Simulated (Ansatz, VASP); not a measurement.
**Ag in VASP and in Ansatz**

```
Ag
1.0
    -1.65565    1.65565    1.65565
     1.65565   -1.65565    1.65565
     3.31131    3.31131    0.00000
Ag
2
Direct
  0.98932 0.01068 0.00000
  0.51068 0.48932 0.50000
```

Change from the starting cell: mode 1 (-27.1 1/cm) frozen in, largest displacement +0.050 Å.

Alike in both runs: task single point; functional PBEsol; k mesh 18 × 18 × 10; occupations gaussian, width 0.15 eV; no spin polarisation.

|  | VASP | Ansatz |
| --- | --- | --- |
| version | VASP 6.6.1 | Ansatz 0.2.0 |
| potentials or method | VASP PAW PBE potentials, release 64 (Ag), cutoff 520 eV | scalar-relativistic, plane waves, PAW |
| valence electrons in the cell | 22 | 38 |

|  | VASP | Ansatz | Ansatz less VASP |
| --- | --- | --- | --- |
| gap on the k mesh at the Fermi level (eV) | none | none | - |
| pressure (GPa) | -7.5 | -7.3 | +0.19 |
| traceless stress, the component that is largest in VASP (GPa) | -0.22 | -0.21 | +0.006 |
| rms of the force components (eV/Å) | 0.008 | 0.008 | 0.0000 |

VASP's potentials were made for PBE, not for PBEsol. Atom by atom the forces differ by 0.000 eV/Å (rms over components). A gap of «none» marks a metal or a gap that the smearing closes. VASP's potentials hold 22 valence electrons a cell and Ansatz's 38, so a difference there can come from the potentials and not from the codes.
